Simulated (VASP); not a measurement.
Crystal: PtF2.

```xyz
6
Lattice="4.3250 0.0000 0.0000 -2.1625 3.7456 0.0000 0.0000 0.0000 5.6854" Properties=species:S:1:pos:R:3 pbc="T T T"
Pt    2.1625    1.2485    1.4213
Pt    0.0000    2.4971    4.2640
F     0.0000    0.0000    0.0000
F     0.0000    2.4971    1.4213
F     2.1625    1.2485    4.2640
F     0.0000    0.0000    2.8427
```

The cell was generated, and may not be a known phase.

Base run:

```yaml
Program: VASP 6.6.1
Functional: PBE
Potentials_or_basis: VASP PAW PBE potentials, release 64 (Pt, F)
Cutoff: 520 eV
k_mesh: 6 × 6 × 4
Occupations: gaussian, width 0.1 eV
Spin: collinear spin
Starting_moments: "[1.0, 1.0, 0.0, 0.0, 0.0, 0.0] μB"
```

Its results: band gap on the k mesh zero (filled and empty bands overlap); pressure -15.0 GPa.

Q: The run is repeated on the same cell with these changes: spin from collinear spin to no spin polarisation; further incar settings from ALGO = Normal; EDIFF = 1e-06; NBANDS = 37 to ALGO = Normal; EDIFF = 1e-06; NBANDS = 33. What comes out?

A: Band gap on the k mesh zero (bands 24 and 25 overlap by 0.36 eV); pressure -16.0 GPa.

Caveats: spin-orbit coupling is left out, which moves the levels of the heavy elements; the stress differs along the axes, from -18 to -9 GPa (at least some runs); the stress differs along the axes, from -20 to -9 GPa (at least some runs).
